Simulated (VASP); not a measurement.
# Ba (Im-3m) in VASP: settings compared

Aim: see how the results for Ba move with the level of theory and the settings. Levels: PBE, RPBE, PBEsol. Tasks: single point.

Program: VASP 6.6.1. These are calculated values, not measurements. Logs are shortened: lines on timing, memory, paths and dates and some standing lists are left out, and cuts for length are marked.

## Step 1: The cell of the first run

Symmetry: Im-3m, No. 229, cubic system. Conventional cell: a = 4.912 Å, b = 4.912 Å, c = 4.912 Å, α = 90.00°, β = 90.00°, γ = 90.00°. Within 5.6 Å of Ba (site symmetry m-3m) lie 14 Ba at 4.25 to 4.91 Å.

## Step 2: Single point, PBE (59.26 Å³/atom)

INCAR reads:

```
SYSTEM = Ba
PREC     = Accurate       ! precision mode
ENCUT    = 520            ! plane-wave cutoff, eV
EDIFF    = 1E-6           ! SCF threshold, eV
ISMEAR   = -5             ! smearing method
SIGMA    = 0.05           ! smearing width, eV
LREAL    = .FALSE.        ! projectors in reciprocal space
LASPH    = .TRUE.         ! aspherical terms in the spheres
NELM     = 100            ! most SCF steps
ALGO     = Fast           ! electronic algorithm
ISIF     = 2              ! what is computed and relaxed
LWAVE    = .FALSE.        ! write WAVECAR
LCHARG   = .TRUE.         ! write CHGCAR
GGA      = PE             ! functional
LELF     = .TRUE.         ! ELF
LVHAR    = .TRUE.       
NBANDS   = 11             ! bands
```

KPOINTS reads:

```
Automatic mesh
0
G
  8 8 8
  0 0 0
```

POSCAR reads:

```
Ba
1.0
   -2.4560289315      2.4560289315      2.4560289315
    2.4560289315     -2.4560289315      2.4560289315
    2.4560289315      2.4560289315     -2.4560289315
Ba
1
Direct
    0.0000000000      0.0000000000      0.0000000000
```

Potentials or basis: VASP PAW PBE potentials, release 64 (Ba_sv).

Command:

```console
$ cat potpaw_PBE.64/Ba_sv/POTCAR > POTCAR
$ mpirun -np 1 vasp_std > vasp.out
```

OUTCAR:

```text
SYSTEM = Ba
   PREC = Accurate
   ENCUT = 520
   EDIFF = 1E-6
   ISMEAR = -5
   LREAL = .FALSE.
   LASPH = .TRUE.
   NELM = 100
   ISIF = 2
   GGA = PE

 ion  position               nearest neighbor table
   1  0.000  0.000  0.000-

  LATTYP: Found a body centered cubic cell.
 ALAT       =     4.9120578630

  Lattice vectors:

 A1 = (  -2.4560289315,   2.4560289315,   2.4560289315)
 A2 = (   2.4560289315,  -2.4560289315,   2.4560289315)
 A3 = (   2.4560289315,   2.4560289315,  -2.4560289315)

Analysis of symmetry for initial positions (statically):
=====================================================================
 Subroutine PRICEL returns:
 Original cell was already a primitive cell.

 Routine SETGRP: Setting up the symmetry group for a
 body centered cubic supercell.

 Subroutine GETGRP returns: Found 48 space group operations
 (whereof 48 operations were pure point group operations)
 out of a pool of 48 trial point group operations.

The static configuration has the point symmetry O_h .

Analysis of symmetry for dynamics (positions and initial velocities):
=====================================================================
 Subroutine PRICEL returns:
 Original cell was already a primitive cell.

 Routine SETGRP: Setting up the symmetry group for a
 body centered cubic supercell.

 Subroutine GETGRP returns: Found 48 space group operations
 (whereof 48 operations were pure point group operations)
 out of a pool of 48 trial point group operations.

The dynamic configuration has the point symmetry O_h .

 Subroutine INISYM returns: Found 48 space group operations
 (whereof 48 operations are pure point group operations),
 and found     1 'primitive' translations

----------------------------------------------------------------------------------------

                                     Primitive cell

  volume of cell :      59.2598

  direct lattice vectors                    reciprocal lattice vectors
    -2.456028932  2.456028932  2.456028932     0.000000000  0.203580664  0.203580664
     2.456028932 -2.456028932  2.456028932     0.203580664  0.000000000  0.203580664
     2.456028932  2.456028932 -2.456028932     0.203580664  0.203580664  0.000000000

  length of vectors
     4.253966894  4.253966894  4.253966894     0.287906536  0.287906536  0.287906536

  position of ions in fractional coordinates (direct lattice)
     0.000000000  0.000000000  0.000000000

  ion indices of the primitive-cell ions
   primitive index   ion index
                 1           1

----------------------------------------------------------------------------------------

 KPOINTS: Automatic mesh

Automatic generation of k-mesh.
 Grid dimensions read from file:
 generate k-points for:    8    8    8

 Generating k-lattice:

  Cartesian coordinates                     Fractional coordinates (reciprocal lattice)
     0.000000000  0.025447583  0.025447583     0.125000000  0.000000000  0.000000000
     0.025447583  0.000000000  0.025447583     0.000000000  0.125000000  0.000000000
     0.025447583  0.025447583  0.000000000     0.000000000  0.000000000  0.125000000

  Length of vectors
     0.035988317  0.035988317  0.035988317

  Shift w.r.t. Gamma in fractional coordinates (k-lattice)
     0.000000000  0.000000000  0.000000000

 TETIRR: Found    513 inequivalent tetrahedra from     3072

 Subroutine IBZKPT returns following result:
 ===========================================

 Found     29 irreducible k-points:

 Following reciprocal coordinates:
            Coordinates               Weight
  0.000000  0.000000  0.000000      1.000000
  0.125000  0.000000  0.000000     12.000000
  0.250000  0.000000  0.000000     12.000000
  0.375000  0.000000  0.000000     12.000000
  0.500000  0.000000  0.000000      6.000000
  0.125000  0.125000  0.000000     24.000000
[... 16 lines left out ...]
 -0.250000  0.250000  0.250000      6.000000
 -0.375000  0.375000  0.250000     24.000000
 [... further k-points ...]
   k-points           NKPTS =     29   k-points in BZ     NKDIM =     29   number of bands    NBANDS=     11
   number of dos      NEDOS =    301   number of ions     NIONS =      1
   total plane-waves  NPLWV =  32768
   dimension x,y,z NGX =    32 NGY =   32 NGZ =   32
   dimension x,y,z NGXF=    64 NGYF=   64 NGZF=   64
   ions per type =               1
   NGX,Y,Z   is equivalent  to a cutoff of  12.51, 12.51, 12.51 a.u.
   NGXF,Y,Z  is equivalent  to a cutoff of  25.01, 25.01, 25.01 a.u.
 SYSTEM =  Ba
   PREC   = accura    normal or accurate (medium, high low for compatibility)
   ISTART =      0    job   : 0-new  1-cont  2-samecut
   ICHARG =      2    charge: 1-file 2-atom 10-const
   ISPIN  =      1    spin polarized calculation?
   LNONCOLLINEAR =      F non collinear calculations
   LSORBIT =      F    spin-orbit coupling
   LASPH  =      T    aspherical Exc in radial PAW
   ENCUT  =  520.0 eV  38.22 Ry    6.18 a.u.   7.91  7.91  7.91*2*pi/ulx,y,z
   NELM   =    100;   NELMIN=  2; NELMDL= -5     # of ELM steps
   EDIFF  = 0.1E-05   stopping-criterion for ELM
   LREAL  =      F    real-space projection
   EDIFFG = 0.1E-04   stopping-criterion for IOM
   NSW    =      0    number of steps for IOM
   IBRION =     -1    ionic relax: 0-MD 1-quasi-New 2-CG
   NFREE  =      0    steps in history (QN), initial steepest desc. (CG)
   ISIF   =      2    stress and relaxation
   ISYM   =      2    0-nonsym 1-usesym 2-fastsym
   POTIM  = 0.5000    time-step for ionic-motion
   TEBEG  =    0.0;   TEEND  =   0.0 temperature during run
   PSTRESS=    0.0 pullay stress
   NELECT =      10.0000    total number of electrons
   NUPDOWN=      -1.0000    fix difference up-down
   EMIN   =  10.00;   EMAX   =-10.00  energy-range for DOS
   EFERMI =   0.00;   METHOD = LEGACY
   ISMEAR =    -5;   SIGMA  =   0.05  broadening in eV -4-tet -1-fermi 0-gaus
   EFERMI_NEDOS =   21; number of points for ismear=-14 and -15
   IALGO  =     68    algorithm
   IMIX   =      4    mixing-type and parameters
     AMIX     =   0.40;   BMIX     =  1.00
     AMIX_MAG =   1.60;   BMIX_MAG =  1.00
  volume/ion in A,a.u.               =      59.26       399.91
  Fermi-wavevector in a.u.,A,eV,Ry     =   0.904665  1.709570 11.135275  0.818420
  Thomas-Fermi vector in A             =   2.028140
   LORBIT       =      0    0 simple, 1 ext, 2 COOP (PROOUT), +10 PAW based schemes
   GGA     = PE    functional components
   LHFCALC =     F    Hartree Fock is set to
   AEXX    =    0.0000 exact exchange contribution
   IVDW    =     0    specifies the selected vdW correction
   LEPSILON=     F    determine dielectric tensor
   LRPA    =     F    only Hartree local field effects (RPA)
 non-spin polarized calculation
 RMM-DIIS sequential band-by-band and
 Fermi weights with tetrahedron method with Bloechl corrections
  energy-cutoff  :      520.00
  volume of cell :       59.26
 maximum number of plane-waves:      1638
   NGX = 15   NGY = 15   NGZ = 15

 number of electron      10.0000000 magnetization

 Free energy of the ion-electron system (eV)
  ---------------------------------------------------
  ext. energy  EPLUGINS =         0.00000000
  ---------------------------------------------------
  free energy    TOTEN  =        -1.90133386 eV

  energy without entropy =       -1.90133386  energy(sigma->0) =       -1.90133386

 E-fermi :   1.8031     XC(G=0):  -7.6071

 val. band max:        1.7266028376   @ k =  -0.3750   0.5000   0.2500
 cond. band min:       1.7309376260   @ k =  -0.3750   0.5000   0.2500
 fundamental gap:      0.0043347884
 Fermi energy:         1.8030733268

 k-point     1 :       0.0000    0.0000    0.0000
  band No.  band energies     occupation
      1     -26.9280      2.00000
      2     -11.8389      2.00000
      3     -11.8389      2.00000
      4     -11.8389      2.00000
      5      -0.9238      2.00000
      6       3.7522      0.00000
      7       3.7522      0.00000
      8       3.7522      0.00000
      9       5.2402      0.00000
     10       5.2402      0.00000
     11       8.9683      0.00000

 k-point     2 :       0.1250    0.0000    0.0000
  band No.  band energies     occupation
      1     -26.9197      2.00000
      2     -11.9272      2.00000
      3     -11.8657      2.00000
      4     -11.8396      2.00000
      5      -0.6157      2.00000
      6       3.5098      0.00000
      7       3.5889      0.00000
      8       4.0715      0.00000
      9       4.9300      0.00000
     10       5.2239      0.00000
     11       9.3022      0.00000

 k-point     3 :       0.2500    0.0000    0.0000
  band No.  band energies     occupation
      1     -26.8997      2.00000
      2     -12.1306      2.00000
      3     -11.9293      2.00000
      4     -11.8413      2.00000
      5       0.1441      2.00000
      6       3.0412      0.00000
      7       3.0568      0.00000
      8       4.9870      0.00000
      9       4.9911      0.00000
     10       5.2976      0.00000
     11       9.3818      0.00000

 k-point     4 :       0.3750    0.0000    0.0000
  band No.  band energies     occupation
      1     -26.8796      2.00000
      2     -12.3218      2.00000
      3     -11.9913      2.00000
      4     -11.8430      2.00000
      5       0.7908      2.00000
      6       2.6704      0.00000
      7       2.9683      0.00000
      8       5.2541      0.00000
      9       5.5846      0.00000
     10       6.3640      0.00000
     11       8.3066      0.00000

 k-point     5 :       0.5000    0.0000    0.0000
  band No.  band energies     occupation
      1     -26.8712      2.00000
      2     -12.3979      2.00000
      3     -12.0166      2.00000
      4     -11.8438      2.00000
      5       0.9221      2.00000
      6       2.5356      0.00000
      7       3.2996      0.00000
      8       5.2362      0.00000
      9       5.8450      0.00000
     10       7.4093      0.00000
     11       7.6830      0.00000
[... 211 lines left out ...]
 k-point    21 :      -0.3750   -0.3750    0.1250
  band No.  band energies     occupation
      1     -26.8558      2.00000
      2     -12.2424      2.00000
      3     -12.2424      2.00000
      4     -11.9465      2.00000
      5       2.1477      0.13039
      6       2.1477     -0.04025
      7       2.3922      0.00000
      8       5.3958      0.00000
      9       5.3958      0.00000
     10       7.3189      0.00000
     11       8.8549      0.00000

 k-point    22 :       0.2500    0.2500    0.2500
  band No.  band energies     occupation
      1     -26.8673      2.00000
      2     -12.1216      2.00000
      3     -12.1216      2.00000
      4     -12.1216      2.00000
      5       2.4326     -0.25252
      6       2.4326      0.00000
      7       2.4326      0.00000
      8       5.9557      0.00000
      9       5.9557      0.00000
     10       6.0000      0.00000
     11       9.0141      0.00000

 k-point    23 :      -0.2500    0.2500    0.2500
  band No.  band energies     occupation
      1     -26.8753      2.00000
      2     -12.1423      2.00000
      3     -12.0275      2.00000
      4     -12.0275      2.00000
      5       1.0206      2.00000
      6       2.5841     -0.03172
      7       3.8154      0.00000
      8       3.8154      0.00000
      9       4.9372      0.00000
     10       5.7037      0.00000
     11       9.1440      0.00000

 k-point    24 :      -0.3750    0.3750    0.2500
  band No.  band energies     occupation
      1     -26.8578      2.00000
      2     -12.2550      2.00000
      3     -12.0947      2.00000
      4     -12.0451      2.00000
      5       1.5411      2.00141
      6       2.0549      0.00941
      7       3.8198      0.00000
      8       4.0652      0.00000
      9       5.6460      0.00000
     10       6.0305      0.00000
     11       9.4313      0.00000

 [... further k-points ...]

------------------------ aborting loop because EDIFF is reached ----------------------------------------

  FORCE on cell =-STRESS in cart. coord.  units (eV):
  Direction    XX          YY          ZZ          XY          YZ          ZX
  --------------------------------------------------------------------------------------
  -------------------------------------------------------------------------------------
  Total        0.2558557      0.2558557      0.2558557      0.0000000      0.0000000     -0.0000000
  in kB        6.9174370      6.9174370      6.9174370      0.0000000      0.0000000     -0.0000000
  external PRESSURE =       6.9174370 kB  Pullay stress =       0.0000000 kB

 VOLUME and BASIS-vectors are now :
 -----------------------------------------------------------------------------
  energy-cutoff  :      520.00
  volume of cell :       59.26
      direct lattice vectors                 reciprocal lattice vectors
    -2.456028932  2.456028932  2.456028932     0.000000000  0.203580664  0.203580664
     2.456028932 -2.456028932  2.456028932     0.203580664  0.000000000  0.203580664
     2.456028932  2.456028932 -2.456028932     0.203580664  0.203580664  0.000000000

 POSITION                                       TOTAL-FORCE (eV/Angst)
 -----------------------------------------------------------------------------------
      0.00000      0.00000      0.00000        -0.000000     -0.000000      0.000000
 -----------------------------------------------------------------------------------
    total drift:                                0.000000      0.000000     -0.000000

  FREE ENERGIE OF THE ION-ELECTRON SYSTEM (eV)
  ---------------------------------------------------
  free  energy   TOTEN  =        -1.9013338613 eV

  energy  without entropy=       -1.9013338613  energy(sigma->0) =       -1.90133386
```

Run time: 26 s. Hardware: 1 thread of AMD EPYC 7R13, shared host; peak memory 0.15 GiB.

What came out:

```yaml
Free_energy: -1.9013 eV
Pressure: 0.7 GPa
Band_gap_on_the_k_mesh: zero (bands 5 and 6 overlap by 1.21 eV)
```

Levels at points of the mesh, in eV from the Fermi level:
```tsv
k point	band 3	band 4	band 5	band 6	band 7	band 8
(0.00, 0.00, 0.00)	-13.64	-13.64	-2.73	1.95	1.95	1.95
(0.50, 0.00, 0.00)	-13.82	-13.65	-0.88	0.73	1.50	3.43
(0.50, 0.50, 0.50)	-14.03	-14.03	-0.58	-0.58	4.72	4.72
```

Caveat: spin-orbit coupling is left out, which moves the levels of the heavy elements; tetrahedron occupations give inexact forces and stress in metals.

## Step 3: Single point, RPBE (60.47 Å³/atom)

This run uses another cell than the first one, of 60.47 Å³/atom.

INCAR reads:

```
SYSTEM = Ba
PREC = Accurate
ENCUT = 520
EDIFF = 1E-6
ISMEAR = 0
SIGMA = 0.1
LREAL = .FALSE.
LASPH = .TRUE.
NELM = 100
ALGO = Fast
ISIF = 2
LWAVE = .FALSE.
LCHARG = .TRUE.
GGA = RP
LELF = .TRUE.
LVHAR = .TRUE.
NBANDS = 11
```

KPOINTS is that of step 2.

POSCAR reads:

```
Ba
1.0
   -2.4726242250      2.4726242250      2.4726242250
    2.4726242250     -2.4726242250      2.4726242250
    2.4726242250      2.4726242250     -2.4726242250
Ba
1
Direct
    0.0000000000      0.0000000000      0.0000000000
```

Potentials or basis: VASP PAW PBE potentials, release 64 (Ba_sv).

Command:

```console
$ cat potpaw_PBE.64/Ba_sv/POTCAR > POTCAR
$ mpirun -np 1 vasp_std > vasp.out
```

OUTCAR:

```text
SYSTEM = Ba
   PREC = Accurate
   ENCUT = 520
   EDIFF = 1E-6
   ISMEAR = 0
   LREAL = .FALSE.
   LASPH = .TRUE.
   NELM = 100
   ISIF = 2
   GGA = RP

 ion  position               nearest neighbor table
   1  0.000  0.000  0.000-

  LATTYP: Found a body centered cubic cell.
 ALAT       =     4.9452484500

  Lattice vectors:

 A1 = (  -2.4726242250,   2.4726242250,   2.4726242250)
 A2 = (   2.4726242250,  -2.4726242250,   2.4726242250)
 A3 = (   2.4726242250,   2.4726242250,  -2.4726242250)

Analysis of symmetry for initial positions (statically):
=====================================================================
 Subroutine PRICEL returns:
 Original cell was already a primitive cell.

 Routine SETGRP: Setting up the symmetry group for a
 body centered cubic supercell.

 Subroutine GETGRP returns: Found 48 space group operations
 (whereof 48 operations were pure point group operations)
 out of a pool of 48 trial point group operations.

The static configuration has the point symmetry O_h .

Analysis of symmetry for dynamics (positions and initial velocities):
[... 167 lines left out ...]
 k-point     1 :       0.0000    0.0000    0.0000
  band No.  band energies     occupation
      1     -26.9572      2.00000
      2     -11.8965      2.00000
      3     -11.8965      2.00000
      4     -11.8965      2.00000
      5      -0.8594      2.00000
      6       3.8094      0.00000
      7       3.8094      0.00000
      8       3.8094      0.00000
      9       5.2270      0.00000
     10       5.2270      0.00000
     11       8.9339      0.00000
[... 309 lines left out ...]
 k-point    24 :      -0.3750    0.3750    0.2500
  band No.  band energies     occupation
      1     -26.8936      2.00000
      2     -12.2801      2.00000
      3     -12.1326      2.00000
      4     -12.0865      2.00000
      5       1.5641      1.99995
      6       2.0974      0.00053
      7       3.8536      0.00000
      8       4.0882      0.00000
      9       5.6311      0.00000
     10       6.0173      0.00000
     11       9.3188      0.00000

 [... further k-points ...]

------------------------ aborting loop because EDIFF is reached ----------------------------------------

  FORCE on cell =-STRESS in cart. coord.  units (eV):
  Direction    XX          YY          ZZ          XY          YZ          ZX
  --------------------------------------------------------------------------------------
  -------------------------------------------------------------------------------------
  Total        0.4442467      0.4442467      0.4442467      0.0000000      0.0000000     -0.0000000
  in kB       11.7706500     11.7706500     11.7706500      0.0000000      0.0000000     -0.0000000
  external PRESSURE =      11.7706500 kB  Pullay stress =       0.0000000 kB

 VOLUME and BASIS-vectors are now :
 -----------------------------------------------------------------------------
  energy-cutoff  :      520.00
  volume of cell :       60.47
      direct lattice vectors                 reciprocal lattice vectors
    -2.472624225  2.472624225  2.472624225     0.000000000  0.202214309  0.202214309
     2.472624225 -2.472624225  2.472624225     0.202214309  0.000000000  0.202214309
     2.472624225  2.472624225 -2.472624225     0.202214309  0.202214309  0.000000000

 POSITION                                       TOTAL-FORCE (eV/Angst)
 -----------------------------------------------------------------------------------
      0.00000      0.00000      0.00000         0.000000     -0.000000     -0.000000
 -----------------------------------------------------------------------------------
    total drift:                               -0.000000     -0.000000     -0.000000

  FREE ENERGIE OF THE ION-ELECTRON SYSTEM (eV)
  ---------------------------------------------------
  free  energy   TOTEN  =        -1.6663278257 eV

  energy  without entropy=       -1.6621057462  energy(sigma->0) =       -1.66421679
```

stdout:

```text
POSCAR found type information on POSCAR Ba
 POSCAR found :  1 types and       1 ions
 scaLAPACK will be used
 -----------------------------------------------------------------------------
|                                                                             |
|                                                                             |
|     You enforced a specific xc type in the INCAR file but a different       |
|     I HOPE YOU KNOW WHAT YOU ARE DOING!                                     |
|                                                                             |
 -----------------------------------------------------------------------------

 LDA part: xc-table for (Slater+PW92), standard interpolation
 POSCAR, INCAR and KPOINTS ok, starting setup
 FFT: planning ... GRIDC
 FFT: planning ... GRID_SOFT
 FFT: planning ... GRID
 WAVECAR not read
 entering main loop
WARNING in EDDRMM: call to ZHEGV failed, returncode =   6  3      6
```

Run time: 29 s. Hardware: 1 thread of AMD EPYC 7R13, shared host; peak memory 0.15 GiB.

What came out:

| Quantity | Value |
| --- | --- |
| Free energy | -1.6663 eV |
| Pressure | 1.2 GPa |
| Band gap on the k mesh | zero (bands 5 and 6 overlap by 1.17 eV) |

Caveat: the PAW data sets were made with another functional, which shifts forces and pressure a little; spin-orbit coupling is left out, which moves the levels of the heavy elements.

[end of part 1 of 2]
